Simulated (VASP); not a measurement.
# MgCdS4 (P4/mmm) in VASP: further runs

Runs on MgCdS4. Level: PBE. Tasks: single point.

Program: VASP 6.6.1. These are calculated values, not measurements. Logs are shortened: lines on timing, memory, paths and dates and some standing lists are left out, and cuts for length are marked.

## Step 1: The cell of the first run

It takes space group P4/mmm (No. 123, tetragonal). The conventional cell has a = 4.052 Å, b = 4.052 Å, c = 7.413 Å, α = 90.00°, β = 90.00°, γ = 90.00°. Mg (site symmetry 4/mmm) has 8 S at 2.70 Å within 3.6 Å. Cd (site symmetry 4/mmm) has 8 S at 2.79 Å within 3.7 Å. Within 3.6 Å of S (site symmetry 2mm) lie 2 Mg at 2.70 Å and 2 Cd at 2.79 Å and 5 S at 2.87 to 3.58 Å.

## Step 2: Single point, PBE

Contents of INCAR:

```
SYSTEM = MgCdS4
  ALGO = Normal
  EDIFF = 1E-7
  ENCUT = 520
  GGA = PE
  ISIF = 2
  ISMEAR = 0
  LASPH = .TRUE.
  LCHARG = .TRUE.
  LELF = .TRUE.
  LREAL = .FALSE.
  LVHAR = .TRUE.
  LWAVE = .FALSE.
  NBANDS = 28
  NELM = 100
  PREC = Accurate
  SIGMA = 0.1
```

Contents of KPOINTS:

```
k-points
0
G
  4 4 4
  0 0 0
```

Contents of POSCAR:

```
MgCdS4
1.0
    4.0524303273      0.0000000000      0.0000000000
    0.0000000000      4.0524303273      0.0000000000
    0.0000000000      0.0000000000      7.4126882898
Mg Cd S
1 1 4
Direct
    0.5000000000      0.5000000000      0.5000000000
    0.0000000000      0.0000000000      0.0000000000
    0.5000000000      0.0000000000      0.7413249041
    0.0000000000      0.5000000000      0.2586750959
    0.5000000000      0.0000000000      0.2586750959
    0.0000000000      0.5000000000      0.7413249041
```

Potentials or basis: VASP PAW PBE potentials, release 64 (Mg, Cd, S).

On the command line:

```sh
cat potpaw_PBE.64/Mg/POTCAR potpaw_PBE.64/Cd/POTCAR potpaw_PBE.64/S/POTCAR > POTCAR
mpirun -np 1 vasp_std > vasp.out
```

OUTCAR:

```text
SYSTEM = MgCdS4
   EDIFF = 1E-7
   ENCUT = 520
   GGA = PE
   ISIF = 2
   ISMEAR = 0
   LASPH = .TRUE.
   LREAL = .FALSE.
   NELM = 100
   PREC = Accurate

 ion  position               nearest neighbor table
   1  0.500  0.500  0.500-   3 2.70   4 2.70   5 2.70   6 2.70   3 2.70   5 2.70   4 2.70   6 2.70

   2  0.000  0.000  0.000-   3 2.79   4 2.79   5 2.79   6 2.79   4 2.79   6 2.79   3 2.79   5 2.79

   3  0.500  0.000  0.741-   1 2.70   1 2.70   2 2.79   2 2.79
   4  0.000  0.500  0.259-   1 2.70   1 2.70   2 2.79   2 2.79
   5  0.500  0.000  0.259-   1 2.70   1 2.70   2 2.79   2 2.79
   6  0.000  0.500  0.741-   1 2.70   1 2.70   2 2.79   2 2.79

  LATTYP: Found a simple tetragonal cell.
 ALAT       =     4.0524303273
 C/A-ratio  =     1.8291957396

  Lattice vectors:

 A1 = (   4.0524303273,   0.0000000000,   0.0000000000)
 A2 = (   0.0000000000,   4.0524303273,   0.0000000000)
 A3 = (   0.0000000000,   0.0000000000,   7.4126882898)

Analysis of symmetry for initial positions (statically):
=====================================================================
 Subroutine PRICEL returns:
 Original cell was already a primitive cell.

 Routine SETGRP: Setting up the symmetry group for a
 simple tetragonal supercell.

 Subroutine GETGRP returns: Found 16 space group operations
 (whereof 16 operations were pure point group operations)
 out of a pool of 16 trial point group operations.

The static configuration has the point symmetry D_4h.

Analysis of symmetry for dynamics (positions and initial velocities):
=====================================================================
 Subroutine PRICEL returns:
 Original cell was already a primitive cell.

 Routine SETGRP: Setting up the symmetry group for a
 simple tetragonal supercell.

 Subroutine GETGRP returns: Found 16 space group operations
 (whereof 16 operations were pure point group operations)
 out of a pool of 16 trial point group operations.

The dynamic configuration has the point symmetry D_4h.

 Subroutine INISYM returns: Found 16 space group operations
 (whereof 16 operations are pure point group operations),
 and found     1 'primitive' translations

----------------------------------------------------------------------------------------

                                     Primitive cell

  volume of cell :     121.7326

  direct lattice vectors                    reciprocal lattice vectors
     4.052430327  0.000000000  0.000000000     0.246765501  0.000000000  0.000000000
     0.000000000  4.052430327  0.000000000     0.000000000  0.246765501  0.000000000
     0.000000000  0.000000000  7.412688290     0.000000000  0.000000000  0.134903824

  length of vectors
     4.052430327  4.052430327  7.412688290     0.246765501  0.246765501  0.134903824

  position of ions in fractional coordinates (direct lattice)
     0.500000000  0.500000000  0.500000000
     0.000000000  0.000000000  0.000000000
     0.500000000  0.000000000  0.741324904
     0.000000000  0.500000000  0.258675096
     0.500000000  0.000000000  0.258675096
     0.000000000  0.500000000  0.741324904

  ion indices of the primitive-cell ions
   primitive index   ion index
                 1           1
                 2           2
                 3           3
                 4           4
                 5           5
                 6           6

----------------------------------------------------------------------------------------

 KPOINTS: k-points

Automatic generation of k-mesh.
 Grid dimensions read from file:
 generate k-points for:    4    4    4

 Generating k-lattice:

  Cartesian coordinates                     Fractional coordinates (reciprocal lattice)
     0.061691375  0.000000000  0.000000000     0.250000000  0.000000000  0.000000000
     0.000000000  0.061691375  0.000000000     0.000000000  0.250000000  0.000000000
     0.000000000  0.000000000  0.033725956     0.000000000  0.000000000  0.250000000

  Length of vectors
     0.061691375  0.061691375  0.033725956

  Shift w.r.t. Gamma in fractional coordinates (k-lattice)
     0.000000000  0.000000000  0.000000000

 Subroutine IBZKPT returns following result:
 ===========================================

 Found     18 irreducible k-points:

 Following reciprocal coordinates:
            Coordinates               Weight
  0.000000  0.000000  0.000000      1.000000
  0.250000  0.000000  0.000000      4.000000
  0.500000  0.000000  0.000000      2.000000
  0.250000  0.250000  0.000000      4.000000
  0.500000  0.250000  0.000000      4.000000
  0.500000  0.500000  0.000000      1.000000
[... 10 lines left out ...]
  0.500000  0.250000  0.500000      4.000000
  0.500000  0.500000  0.500000      1.000000
   k-points           NKPTS =     18   k-points in BZ     NKDIM =     18   number of bands    NBANDS=     28
   number of dos      NEDOS =    301   number of ions     NIONS =      6
   total plane-waves  NPLWV =  50400
   dimension x,y,z NGX =    30 NGY =   30 NGZ =   56
   dimension x,y,z NGXF=    60 NGYF=   60 NGZF=  112
   ions per type =               1   1   4
   NGX,Y,Z   is equivalent  to a cutoff of  12.31, 12.31, 12.56 a.u.
   NGXF,Y,Z  is equivalent  to a cutoff of  24.61, 24.61, 25.12 a.u.
 SYSTEM =  MgCdS4
   PREC   = accura    normal or accurate (medium, high low for compatibility)
   ISTART =      0    job   : 0-new  1-cont  2-samecut
   ICHARG =      2    charge: 1-file 2-atom 10-const
   ISPIN  =      1    spin polarized calculation?
   LNONCOLLINEAR =      F non collinear calculations
   LSORBIT =      F    spin-orbit coupling
   LASPH  =      T    aspherical Exc in radial PAW
   ENCUT  =  520.0 eV  38.22 Ry    6.18 a.u.   7.53  7.53 13.78*2*pi/ulx,y,z
   NELM   =    100;   NELMIN=  2; NELMDL= -5     # of ELM steps
   EDIFF  = 0.1E-06   stopping-criterion for ELM
   LREAL  =      F    real-space projection
   EDIFFG = 0.1E-05   stopping-criterion for IOM
   NSW    =      0    number of steps for IOM
   IBRION =     -1    ionic relax: 0-MD 1-quasi-New 2-CG
   NFREE  =      0    steps in history (QN), initial steepest desc. (CG)
   ISIF   =      2    stress and relaxation
   ISYM   =      2    0-nonsym 1-usesym 2-fastsym
   POTIM  = 0.5000    time-step for ionic-motion
   TEBEG  =    0.0;   TEEND  =   0.0 temperature during run
   PSTRESS=    0.0 pullay stress
   NELECT =      38.0000    total number of electrons
   NUPDOWN=      -1.0000    fix difference up-down
   EMIN   =  10.00;   EMAX   =-10.00  energy-range for DOS
   EFERMI =   0.00;   METHOD = LEGACY
   ISMEAR =     0;   SIGMA  =   0.10  broadening in eV -4-tet -1-fermi 0-gaus
   EFERMI_NEDOS =   21; number of points for ismear=-14 and -15
   IALGO  =     38    algorithm
   IMIX   =      4    mixing-type and parameters
     AMIX     =   0.40;   BMIX     =  1.00
     AMIX_MAG =   1.60;   BMIX_MAG =  1.00
  volume/ion in A,a.u.               =      20.29       136.92
  Fermi-wavevector in a.u.,A,eV,Ry     =   1.110539  2.098614 16.780017  1.233296
  Thomas-Fermi vector in A             =   2.247092
   LORBIT       =      0    0 simple, 1 ext, 2 COOP (PROOUT), +10 PAW based schemes
   GGA     = PE    functional components
   LHFCALC =     F    Hartree Fock is set to
   AEXX    =    0.0000 exact exchange contribution
   IVDW    =     0    specifies the selected vdW correction
   LEPSILON=     F    determine dielectric tensor
   LRPA    =     F    only Hartree local field effects (RPA)
 non-spin polarized calculation
 Gauss-broadening in eV      SIGMA  =   0.10
  energy-cutoff  :      520.00
  volume of cell :      121.73
 maximum number of plane-waves:      3315
   NGX = 15   NGY = 15   NGZ = 27

 number of electron      37.9999989 magnetization

 Free energy of the ion-electron system (eV)
  ---------------------------------------------------
  ext. energy  EPLUGINS =         0.00000000
  ---------------------------------------------------
  free energy    TOTEN  =       -19.61927310 eV

  energy without entropy =      -19.61884803  energy(sigma->0) =      -19.61906056

 E-fermi :   4.0909     XC(G=0):  -9.6813

 val. band max:        3.9193079764   @ k =   0.2500   0.0000   0.0000
 cond. band min:       4.2688023482   @ k =   0.5000   0.2500   0.0000
 fundamental gap:      0.3494943718
 Fermi energy:         4.0909449544

 k-point     1 :       0.0000    0.0000    0.0000
  band No.  band energies     occupation
      1     -10.3953      2.00000
      2      -9.8674      2.00000
      3      -6.9497      2.00000
      4      -6.4221      2.00000
      5      -4.5250      2.00000
      6      -4.5250      2.00000
[... 20 lines left out ...]
     27      11.3468      0.00000
     28      11.6111      0.00000

 k-point     2 :       0.2500    0.0000    0.0000
  band No.  band energies     occupation
      1      -9.9915      2.00000
      2      -9.5091      2.00000
      3      -7.5595      2.00000
      4      -7.2092      2.00000
      5      -4.5038      2.00000
      6      -4.4114      2.00000
[... 20 lines left out ...]
     27      10.5320      0.00000
     28      11.3845      0.00000

 k-point     3 :       0.5000    0.0000    0.0000
  band No.  band energies     occupation
      1      -8.9297      2.00000
      2      -8.8513      2.00000
      3      -8.5916      2.00000
      4      -8.4406      2.00000
      5      -4.4829      2.00000
      6      -4.4828      2.00000
[... 20 lines left out ...]
     27      10.9472      0.00000
     28      12.2553      0.00000

 k-point     4 :       0.2500    0.2500    0.0000
  band No.  band energies     occupation
      1      -9.6268      2.00000
      2      -9.2010      2.00000
      3      -7.8232      2.00000
      4      -7.5656      2.00000
      5      -4.4202      2.00000
      6      -4.3516      2.00000
[... 392 lines left out ...]
     27      10.7051      0.00000
     28      11.1706      0.00000

 k-point    17 :       0.5000    0.2500    0.5000
  band No.  band energies     occupation
      1      -8.6841      2.00000
      2      -8.5905      2.00000
      3      -8.5154      2.00000
      4      -8.4381      2.00000
      5      -4.4107      2.00000
      6      -4.3861      2.00000
[... 20 lines left out ...]
     27      11.1594      0.00000
     28      11.7003      0.00000

 k-point    18 :       0.5000    0.5000    0.5000
  band No.  band energies     occupation
      1      -8.5002      2.00000
      2      -8.5002      2.00000
      3      -8.2685      2.00000
      4      -8.2685      2.00000
      5      -4.4625      2.00000
      6      -4.4262      2.00000
[... 20 lines left out ...]
     27      11.0855      0.00000
     28      12.1832      0.00000

------------------------ aborting loop because EDIFF is reached ----------------------------------------

  FORCE on cell =-STRESS in cart. coord.  units (eV):
  Direction    XX          YY          ZZ          XY          YZ          ZX
  --------------------------------------------------------------------------------------
  -------------------------------------------------------------------------------------
  Total        0.0405866      0.0405866      0.0344195      0.0000000      0.0000000      0.0000000
  in kB        0.5341779      0.5341779      0.4530108      0.0000000      0.0000000      0.0000000
  external PRESSURE =       0.5071222 kB  Pullay stress =       0.0000000 kB

 VOLUME and BASIS-vectors are now :
 -----------------------------------------------------------------------------
  energy-cutoff  :      520.00
  volume of cell :      121.73
      direct lattice vectors                 reciprocal lattice vectors
     4.052430327  0.000000000  0.000000000     0.246765501  0.000000000  0.000000000
     0.000000000  4.052430327  0.000000000     0.000000000  0.246765501  0.000000000
     0.000000000  0.000000000  7.412688290     0.000000000  0.000000000  0.134903824

 POSITION                                       TOTAL-FORCE (eV/Angst)
 -----------------------------------------------------------------------------------
      2.02622      2.02622      3.70634         0.000000     -0.000000     -0.000000
      0.00000      0.00000      0.00000         0.000000     -0.000000     -0.000000
      2.02622      0.00000      5.49521        -0.000000     -0.000000     -0.026755
      0.00000      2.02622      1.91748         0.000000      0.000000      0.026755
      2.02622      0.00000      1.91748         0.000000     -0.000000      0.026755
      0.00000      2.02622      5.49521        -0.000000      0.000000     -0.026755
 -----------------------------------------------------------------------------------
    total drift:                                0.000000     -0.000000      0.000000

  FREE ENERGIE OF THE ION-ELECTRON SYSTEM (eV)
  ---------------------------------------------------
  free  energy   TOTEN  =       -19.6192730974 eV

  energy  without entropy=      -19.6188480272  energy(sigma->0) =      -19.61906056
```

Wall time 56 s (1 thread of Intel Xeon Platinum 8259CL at 2.50GHz (Skylake/Cascade Lake), shared host); peak memory 0.24 GiB.

What came out:

- Free energy: -19.6193 eV
- Pressure: 0.1 GPa
- Largest force: 0.027 eV/Å
- Band gap on the k mesh: zero (band 19 reaches 5.78 eV, above the bottom of band 20 at 2.14 eV)

Forces in eV/Å, atoms in the order of the input:
```
Mg   0.000  0.000  0.000
Cd   0.000  0.000  0.000
S    0.000  0.000 -0.027
S    0.000  0.000  0.027
S    0.000  0.000  0.027
S    0.000  0.000 -0.027
```

Levels at points of the mesh, in eV from the Fermi level:
| k point | band 14 | band 15 | band 16 | band 17 | band 18 | band 19 | band 20 | band 21 | band 22 | band 23 |
| --- | --- | --- | --- | --- | --- | --- | --- | --- | --- | --- |
| (0.00, 0.00, 0.00) | -3.64 | -3.06 | -1.62 | -0.25 | 0.61 | 0.61 | 0.88 | 1.03 | 1.03 | 3.02 |
| (0.50, 0.00, 0.00) | -2.57 | -2.44 | -2.41 | -2.32 | -2.29 | -1.73 | -1.69 | -1.27 | 2.66 | 3.81 |
| (0.50, 0.50, 0.00) | -3.91 | -3.91 | -1.13 | -1.13 | 0.49 | 1.65 | 1.87 | 1.87 | 1.87 | 2.17 |
| (0.00, 0.00, 0.50) | -3.91 | -3.91 | -1.43 | -0.58 | 0.75 | 0.75 | 0.89 | 0.89 | 2.71 | 3.09 |
| (0.50, 0.00, 0.50) | -2.56 | -2.47 | -2.46 | -2.39 | -2.37 | -2.31 | -1.95 | -1.85 | 3.57 | 5.21 |
| (0.50, 0.50, 0.50) | -2.81 | -2.81 | -2.60 | -2.60 | 1.31 | 1.69 | 1.78 | 1.82 | 1.95 | 2.85 |

Caveat: the k points lie up to 0.39 Å⁻¹ apart.

## Step 3: Single point, PBE

This run uses another cell than the first one, of 27.02 Å³/atom, 1.332 times its volume.

Contents of INCAR:

```
SYSTEM = MgCdS4
ALGO = Normal
EDIFF = 1E-6
ENCUT = 520
GGA = PE
ISIF = 2
ISMEAR = 0
LASPH = .TRUE.
LCHARG = .FALSE.
LREAL = .FALSE.
LWAVE = .FALSE.
NBANDS = 28
NELM = 80
PREC = Accurate
SIGMA = 0.1
```

KPOINTS is that of step 2.

Contents of POSCAR:

```
MgCdS4
1.0
    4.8432776900      0.0000000000      0.0000000000
    0.0000000000      4.8432776900      0.0000000000
    0.0000000000      0.0000000000      6.9116011000
Mg Cd S
1 1 4
Direct
    0.5000000000      0.5000000000      0.5000000000
    0.0000000000      0.0000000000      0.0000000000
    0.5000000000      0.0000000000      0.7628759100
    0.0000000000      0.5000000000      0.2371240900
    0.5000000000      0.0000000000      0.2371240900
    0.0000000000      0.5000000000      0.7628759100
```

Potentials or basis: VASP PAW PBE potentials, release 64 (Mg, Cd, S).

On the command line:

```sh
cat potpaw_PBE.64/Mg/POTCAR potpaw_PBE.64/Cd/POTCAR potpaw_PBE.64/S/POTCAR > POTCAR
mpirun -np 1 vasp_std > vasp.out
```

Wall time 62 s (1 thread of Intel Xeon Platinum 8259CL at 2.50GHz (Skylake/Cascade Lake), shared host); peak memory 0.29 GiB.

It converged, with:

```yaml
Free_energy: -17.4510 eV
Pressure: -8.8 GPa
Largest_force: 0.324 eV/Å
Band_gap_on_the_k_mesh: zero (band 19 reaches 1.59 eV, above the bottom of band 20 at 0.08 eV)
```

Forces on the atoms (eV/Å):
```
Mg   0.000  0.000  0.000
Cd   0.000  0.000  0.000
S    0.000  0.000 -0.324
S    0.000  0.000  0.324
S    0.000  0.000  0.324
S    0.000  0.000 -0.324
```

Levels at points of the mesh, in eV from the Fermi level:
| k point | band 17 | band 18 | band 19 | band 20 | band 21 | band 22 |
| --- | --- | --- | --- | --- | --- | --- |
| (0.00, 0.00, 0.00) | -0.23 | -0.23 | 0.43 | 0.43 | 0.67 | 1.43 |
| (0.50, 0.00, 0.00) | -1.27 | -0.99 | -0.68 | 0.21 | 0.36 | 3.32 |
| (0.50, 0.50, 0.00) | 0.38 | 0.38 | 0.50 | 0.63 | 0.76 | 2.31 |
| (0.00, 0.00, 0.50) | -0.54 | -0.04 | -0.04 | 0.26 | 0.26 | 2.17 |
| (0.50, 0.00, 0.50) | -1.33 | -1.26 | -1.23 | -0.96 | -0.91 | 3.61 |
| (0.50, 0.50, 0.50) | -1.13 | 0.53 | 0.55 | 0.57 | 0.60 | 3.12 |
